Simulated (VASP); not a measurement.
A run of VASP 6.6.1 is set up as follows.

The input POSCAR:

```
In3BAs4
1.0
   -2.8973725065      2.8973725065      5.7062920623
    2.8973725065     -2.8973725065      5.7062920623
    2.8973725065      2.8973725065     -5.7062920623
B As In
1 4 3
Direct
    0.0000000000      0.0000000000      0.0000000000
    0.3185725912      0.3185725912      0.4177910826
    0.0992184915      0.6814274088      0.0000000000
    0.9007815085      0.9007815085      0.5822089174
    0.6814274088      0.0992184915      0.0000000000
    0.7500000000      0.2500000000      0.5000000000
    0.5000000000      0.5000000000      0.0000000000
    0.2500000000      0.7500000000      0.5000000000
```

INCAR.step1

```
SYSTEM = In3BAs4
ALGO = Normal
EDIFF = 1E-4
ENCUT = 520
GGA = PE
ISMEAR = -1
LASPH = .True.
LCHARG = .False.
LREAL = .False.
LWAVE = .True.
NBANDS = 41
NELM = 100
PREC = Accurate
SIGMA = 0.02
```

File INCAR.step2:

```
SYSTEM = In3BAs4
ALGO = Normal
EDIFF = 1E-7
ENCUT = 520
ISIF = 2
ISMEAR = -1
ISTART = 1
LASPH = .True.
LCHARG = .False.
LMIXTAU = .True.
LREAL = .False.
LWAVE = .False.
METAGGA = R2SCAN
NBANDS = 41
NELM = 100
PREC = Accurate
SIGMA = 0.02
```

KPOINTS

```
k-points
0
Gamma
  6 6 6
  0 0 0
```

Potentials or basis: VASP PAW PBE potentials, release 64 (B, As, In_d).

Launch:

```sh
$ cat potpaw_PBE.64/B/POTCAR potpaw_PBE.64/As/POTCAR potpaw_PBE.64/In_d/POTCAR > POTCAR
$ cp INCAR.step1 INCAR
$ mpirun -np 1 vasp_std > vasp.out
$ cp INCAR.step2 INCAR
$ mpirun -np 1 vasp_std > vasp.out
```

Problem. What does it give for the largest force?

Solution. 0.006 eV/Å.

Problem. Estimate the band gap on the k mesh.

Solution. 0.42 eV.

Forces in eV/Å, atoms in the order of the input:
```
B    0.000  0.000  0.000
As  -0.001 -0.001  0.006
As   0.001 -0.001 -0.006
As   0.001  0.001  0.006
As  -0.001  0.001 -0.006
In   0.000  0.000  0.000
In   0.000  0.000  0.000
In   0.000  0.000  0.000
```

Caveat: semilocal functionals underestimate gaps, and a narrow one can read as zero; the PAW data sets were made with another functional, which shifts forces and pressure a little; spin-orbit coupling is left out, which moves the levels of the heavy elements. A k mesh can miss the band edges.
